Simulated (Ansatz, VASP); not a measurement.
**Y2AsN: VASP beside Ansatz**

INCAR

```
SYSTEM = Y2AsN
PREC     = Accurate       ! precision mode
ENCUT    = 600            ! plane-wave cutoff, eV
EDIFF    = 1E-6           ! SCF threshold, eV
ISMEAR   = -1             ! smearing method
SIGMA    = 0.15           ! smearing width, eV
LREAL    = .FALSE.        ! projectors in reciprocal space
LASPH    = .TRUE.         ! aspherical terms in the spheres
NELM     = 60             ! most SCF steps
ALGO     = Normal         ! electronic algorithm
ISIF     = 3              ! what is computed and relaxed
LWAVE    = .FALSE.        ! write WAVECAR
LCHARG   = .FALSE.        ! write CHGCAR
GGA      = PS             ! functional
IBRION   = 2              ! ionic algorithm
NSW      = 80             ! ionic steps
EDIFFG   = -0.001         ! ionic threshold
```

KPOINTS

```
Automatic mesh
0
G
  12 12 8
  0 0 0
```

The input POSCAR:

```
Y2AsN
1.0
    3.7882614251      0.0000000000      0.0000000000
    0.0000000000      3.7882614251      0.0000000000
    0.0000000000      0.0000000000      5.3959384885
Y As N
2 1 1
Direct
    0.0000000000      0.0000000000      0.0000000000
    0.5000000000      0.5000000000      0.5000000000
    0.5000000000      0.5000000000      0.0000000000
    0.0000000000      0.0000000000      0.5000000000
```

Input for Ansatz:

```yaml
crystal:
  lattice:
    - [3.7882614251, 0.0, 0.0]
    - [0.0, 3.7882614251, 0.0]
    - [0.0, 0.0, 5.3959384885]
  atoms:
    - { symbol: "Y", position: [0.0, 0.0, 0.0] }
    - { symbol: "Y", position: [0.5, 0.5, 0.5] }
    - { symbol: As, position: [0.5, 0.5, 0.0] }
    - { symbol: "N", position: [0.0, 0.0, 0.5] }
basis:
  ecutwfc: 420
kpoints:
  mp_grid: { grid: [12, 12, 8] }
hamiltonian:
  xc: pbesol
scf:
  occupations: { method: fermi_dirac, width: 0.15 }
output:
  forces: true
  stress: true
  eigenvalues: true
relax:
  adjacent_minimum: "off"
  f_tol: 0.001
  max_steps: 60
  cell: { stress_tol: 0.01 }
```

Alike in both runs: task relaxation of cell and atoms; functional PBEsol; k mesh 12 × 12 × 8; occupations fermi-dirac, width 0.15 eV; no spin polarisation.

|  | VASP | Ansatz |
| --- | --- | --- |
| version | VASP 6.6.1 | Ansatz 0.2.0 |
| potentials or method | VASP PAW PBE potentials, release 64 (Y_sv, As, N), cutoff 600 eV | scalar-relativistic, plane waves, PAW |
| valence electrons in the cell | 32 | 42 |

Ansatz gave:

* gap on the k mesh at the Fermi level, each at its own relaxed structure (eV): none
* relaxed volume (Å³/atom): 19.36
* relaxed length of the cell vector where the two differ most in proportion (Å): 5.396

Task: Which values does VASP return?

Result: gap on the k mesh at the Fermi level, each at its own relaxed structure (eV): none; relaxed volume (Å³/atom): 19.37; relaxed length of the cell vector where the two differ most in proportion (Å): 5.398.

VASP's potentials were made for PBE, not for PBEsol. A gap of «none» marks a metal or a gap that the smearing closes. VASP's potentials hold 32 valence electrons a cell and Ansatz's 42, so a difference there can come from the potentials and not from the codes.
